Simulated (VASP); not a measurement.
CdSe, 4 atoms in the cell. Symmetry: P6_3mc, No. 186, hexagonal system. Conventional cell: a = 4.513 Å, b = 4.513 Å, c = 6.664 Å, α = 90.00°, β = 90.00°, γ = 120.00°. Cd (site symmetry 3m) has 4 Se at 2.50 to 2.74 Å within 3.3 Å. Se (site symmetry 3m) has 4 Cd at 2.50 to 2.74 Å within 3.3 Å.  This cell differs from its parent crystal: strain +0.050 along x and y, -0.050 along z.

| Item | Value |
| --- | --- |
| Program | VASP 6.6.1 |
| Task | single point |
| Functional | r2SCAN |
| Potentials or basis | VASP PAW PBE potentials, release 64 (Cd, Se) |
| Cutoff | 520 eV |
| k mesh | 6 × 6 × 4 |
| Occupations | gaussian, width 0.05 eV |
| Spin | no spin polarisation |
| Dipole correction | no |
| Further INCAR settings | ALGO = Normal; EDIFF = 1e-06; NBANDS = 26 |

Potentials or basis: VASP PAW PBE potentials, release 64 (Cd, Se).

Launch:

```sh
$ cat potpaw_PBE.64/Cd/POTCAR potpaw_PBE.64/Se/POTCAR > POTCAR
$ cp INCAR.step1 INCAR
$ mpirun -np 1 vasp_std > vasp.out
$ cp INCAR.step2 INCAR
$ mpirun -np 1 vasp_std > vasp.out
```

Hardware: 1 thread of Intel(R) Xeon(R) Platinum 8259CL CPU @ 2.50GHz (Skylake/Cascade Lake), on a shared host.

**Question.** How long does it take, and how much memory?

**Answer.** Run time: 4.4 min on 1 thread of Intel(R) Xeon(R) Platinum 8259CL CPU @ 2.50GHz (Skylake/Cascade Lake), with other jobs on the host, peak memory 0.28 GiB. Counts: k points 21.
